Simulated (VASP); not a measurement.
## Al: single point with PBE

The system is Al.

```xyz
2
Lattice="0.0000 2.8975 2.8975 2.8975 0.0000 2.8975 2.8975 2.8975 0.0000" Properties=species:S:1:pos:R:3 pbc="T T T"
Al    0.7244    0.7244    0.7244
Al    5.0706    5.0706    5.0706
```

This isn't the form of Al at room conditions, which is fcc.

| Quantity | Value |
| --- | --- |
| Program | VASP 6.6.1 |
| Task | single point |
| Functional | PBE |
| Potentials or basis | VASP PAW PBE potentials, release 64 (Al) |
| Cutoff | 520 eV |
| k mesh | 15 × 15 × 15 |
| Occupations | fermi-dirac, width 0.1 eV |
| Spin | no spin polarisation |

The pressure is 6.2 GPa and the band gap on the k mesh is zero (bands 3 and 4 overlap by 3.70 eV).

Levels at points of the mesh, in eV from the Fermi level:
| k point | band 1 | band 2 | band 3 | band 4 | band 5 | band 6 | band 7 |
| --- | --- | --- | --- | --- | --- | --- | --- |
| (0.00, 0.00, 0.00) | -8.41 | 2.34 | 2.34 | 2.34 | 4.20 | 4.20 | 4.20 |

Wall time 24 s on 1 thread of Intel(R) Xeon(R) Platinum 8488C (Sapphire Rapids) (shared host), peak memory 0.19 GiB.

Caveat: the cell stands under pressure.
